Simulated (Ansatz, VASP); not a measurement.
**Ti in VASP and in Ansatz**

File INCAR:

```
PREC     = Accurate       # precision mode
ENCUT    = 520            # plane-wave cutoff, eV
EDIFF    = 1E-6           # SCF threshold, eV
ISMEAR   = -1             # smearing method
SIGMA    = 0.05           # smearing width, eV
LREAL    = F              # projectors in reciprocal space
LASPH    = T              # aspherical terms in the spheres
NELM     = 100            # most SCF steps
ALGO     = Normal         # electronic algorithm
ISIF     = 2              # what is computed and relaxed
LWAVE    = F              # write WAVECAR
LCHARG   = F              # write CHGCAR
GGA      = CA             # functional
NBANDS   = 12             # bands
```

KPOINTS

```
Automatic mesh
0
Gamma
  14 14 14
```

Contents of POSCAR:

```
Ti
1.0
    0.0000000000      2.0567135898      2.0567135898
    2.0567135898      0.0000000000      2.0567135898
    2.0567135898      2.0567135898      0.0000000000
Ti
1
Direct
    0.0000000000      0.0000000000      0.0000000000
```

Input for Ansatz:

```yaml
crystal:
  lattice:
    - [0.0, 2.0567135898, 2.0567135898]
    - [2.0567135898, 0.0, 2.0567135898]
    - [2.0567135898, 2.0567135898, 0.0]
  atoms:
    - { symbol: Ti, position: [0.0, 0.0, 0.0] }
kpoints:
  mp_grid: { grid: [14, 14, 14] }
  band_path:
    path:
      - [0.0, 0.0, 0.0]
      - [0.5, 0.0, 0.5]
      - [0.625, 0.25, 0.625]
      - [0.375, 0.375, 0.75]
      - [0.0, 0.0, 0.0]
      - [0.5, 0.5, 0.5]
      - [0.5, 0.25, 0.75]
      - [0.5, 0.0, 0.5]
    npoints: 5
scf:
  occupations: { method: fermi_dirac, width: 0.05 }
hamiltonian:
  xc: lda
  pseudopotentials: { kind: all_electron, lapw: { basis_error: 0.00025 } }
output:
  forces: true
  stress: true
  eigenvalues: true
```

Change from the starting cell: volume scaled by 1.04.

Alike in both runs: task single point; functional LDA; k mesh 14 × 14 × 14; occupations fermi-dirac, width 0.05 eV; no spin polarisation.

|  | VASP | Ansatz |
| --- | --- | --- |
| version | VASP 6.6.1 | Ansatz 0.2.0 |
| potentials or method | VASP PAW LDA potentials, release 64 (Ti_sv), cutoff 520 eV | all-electron LAPW, scalar-relativistic |

|  | VASP | Ansatz | Ansatz less VASP |
| --- | --- | --- | --- |
| pressure (GPa) | -8.8 | -8.7 | +0.09 |

LDA's correlation is that of Perdew and Zunger in VASP and of Perdew and Wang (1992) in Ansatz. Ansatz ran all-electron here, and VASP with PAW potentials.
